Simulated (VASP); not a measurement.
Set up this calculation in VASP 6.6.1, as the native input.

```
Task                   : single point
Functional             : r2SCAN
Potentials or basis    : VASP PAW PBE potentials, release 64 (Ta_pv, N)
Cutoff                 : 520 eV
k mesh                 : 18 × 18 × 18
Occupations            : gaussian, width 0.1 eV
Spin                   : no spin polarisation
Dipole correction      : no
Further INCAR settings : ALGO = Normal; EDIFF = 1e-06; NBANDS = 20
```

Crystal: Ta2N.

```
Ta N
1.0
     1.49494    0.86310    5.16256
    -1.49494    0.86310    5.16256
     0.00000   -1.72621    5.16256
Ta N
2 1
Direct
  0.24631 0.24631 0.24631
  0.75369 0.75369 0.75369
  0.00000 0.00000 0.00000
```

These files were run (other wordings do the same):

POSCAR

```
Ta2N
1.0
    1.4949416010      0.8631049359      5.1625632467
   -1.4949416010      0.8631049359      5.1625632467
    0.0000000000     -1.7262098714      5.1625632468
Ta N
2 1
Direct
    0.2463126325      0.2463126325      0.2463126325
    0.7536873675      0.7536873675      0.7536873675
    0.0000000000      0.0000000000      0.0000000000
```

INCAR.step1

```
PREC = Accurate
ENCUT = 520
ISMEAR = 0
SIGMA = 0.1
LREAL = F
LASPH = T
NELM = 100
NBANDS = 20
GGA = PE
ALGO = Normal
EDIFF = 1E-4
LWAVE = T
LCHARG = F
```

INCAR.step2

```
PREC = Accurate
ENCUT = 520
EDIFF = 1E-6
ISMEAR = 0
SIGMA = 0.1
LREAL = F
LASPH = T
NELM = 100
ALGO = Normal
ISIF = 2
LWAVE = F
LCHARG = F
METAGGA = R2SCAN
LMIXTAU = T
NBANDS = 20
ISTART = 1
```

KPOINTS

```
regular mesh
0
Gamma
  18 18 18
```

Potentials or basis: VASP PAW PBE potentials, release 64 (Ta_pv, N).

Command:

```bash
$ cat potpaw_PBE.64/Ta_pv/POTCAR potpaw_PBE.64/N/POTCAR > POTCAR
$ cp INCAR.step1 INCAR
$ mpirun -np 1 vasp_std > vasp.out
$ cp INCAR.step2 INCAR
$ mpirun -np 1 vasp_std > vasp.out
```

It gave:

| Quantity | Value |
| --- | --- |
| Pressure | 1.1 GPa |
| Largest force | 0.063 eV/Å |
| Band gap on the k mesh | zero (an odd number of electrons rules out a gap without spin polarisation) |

Caveat: the PAW data sets were made with another functional, which shifts forces and pressure a little; spin-orbit coupling is left out, which moves the levels of the heavy elements.

Run time: 24 min on 1 thread of Intel(R) Xeon(R) 6975P-C (Granite Rapids), with other jobs on the host, peak memory 0.6 GiB.
